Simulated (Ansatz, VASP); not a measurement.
**Sn2Pt: VASP beside Ansatz**

Contents of INCAR:

```
SYSTEM = Sn2Pt
ALGO = Normal ; DIPOL = 0.5 0.5 0.493
EDIFF = 1E-6 ; ENCUT = 400
GGA_COMPAT = .False. ; IDIPOL = 3
ISIF = 2 ; ISMEAR = -1
LASPH = .True. ; LCHARG = .False.
LDIPOL = .True. ; LREAL = .False.
LWAVE = .False. ; NBANDS = 67
NELM = 120 ; NELMDL = -8
PREC = Accurate ; SIGMA = 0.01
```

KPOINTS

```
k-points
0
Gamma
  4 4 1
  0 0 0
```

POSCAR

```
Sn2Pt
1.0
    4.5431610691      0.0000000000      0.0000000000
    2.2715805346      3.9344928993      0.0000000000
    0.0000000000      0.0000000000     22.2010575687
Sn Pt
6 3
Direct
    0.3333333333      0.3333333333      0.3120287783
    1.0000000000      1.0000000000      0.3955715435
    0.6666666667      0.6666666667      0.4791143087
    0.3333333333      0.3333333333      0.5626570739
    0.0000000000      1.0000000000      0.6461998391
    0.6666666667      0.6666666667      0.7297426043
    0.0000000000      0.0000000000      0.2702573957
    0.3333333333      0.3333333333      0.4373429261
    0.6666666667      0.6666666667      0.6044284565
```

Input for Ansatz:

```yaml
crystal:
  lattice:
    - [4.543161069123568, 0.0, 0.0]
    - [2.271580534561784, 3.93449289934548, 0.0]
    - [0.0, 0.0, 22.201057568744197]
  atoms:
    - { symbol: Sn, position: [0.33333333333333326, 0.3333333333333333, 0.31202877828840664] }
    - { symbol: Sn, position: [0.9999999999999998, 0.9999999999999999, 0.3955715434935592] }
    - { symbol: Pt, position: [0.0, 0.0, 0.27025739568583035] }
    - { symbol: Sn, position: [0.6666666666666665, 0.6666666666666666, 0.4791143086987118] }
    - { symbol: Sn, position: [0.33333333333333326, 0.33333333333333326, 0.5626570739038645] }
    - { symbol: Pt, position: [0.33333333333333326, 0.3333333333333333, 0.43734292609613556] }
    - { symbol: Sn, position: [-4.1313566070667466e-17, 0.9999999999999999, 0.646199839109017] }
    - { symbol: Sn, position: [0.6666666666666663, 0.6666666666666663, 0.7297426043141696] }
    - { symbol: Pt, position: [0.6666666666666665, 0.6666666666666666, 0.6044284565064407] }
basis:
  ecutwfc: 530.0
kpoints:
  mp_grid:
    grid: [4, 4, 1]
hamiltonian:
  xc: lda
efield:
  axis: 3
  dipole_correction: true
scf:
  max_iter: 150
  n_extra_bands: 12
  occupations:
    method: fermi_dirac
    width: 0.01
output:
  write_potential: true
  forces: true
```

Alike in both runs: task single point; functional LDA; k mesh 4 × 4 × 1; occupations fermi-dirac, width 0.01 eV; no spin polarisation.

|  | VASP | Ansatz |
| --- | --- | --- |
| version | VASP 6.6.1 | Ansatz 0.2.0 |
| potentials or method | VASP PAW LDA potentials, release 64 (Sn_d, Pt), cutoff 400 eV | plane waves, PAW |
| valence electrons in the cell | 114 | 138 |

Ansatz gave:

- gap on the k mesh at the Fermi level (eV): none
- rms of the force components (eV/Å): 0.538

Q: What did VASP give for the same quantities?

A: gap on the k mesh at the Fermi level (eV): none; rms of the force components (eV/Å): 0.534.

LDA's correlation is that of Perdew and Zunger in VASP and of Perdew and Wang (1992) in Ansatz. A gap of «none» marks a metal or a gap that the smearing closes. VASP's potentials hold 114 valence electrons a cell and Ansatz's 138, so a difference there can come from the potentials and not from the codes. Ansatz's warnings: vacuum density over bound, xc potential rough in thin density.

The k mesh is coarse, so the values compare programs but aren't converged. Spin-orbit coupling is off throughout.
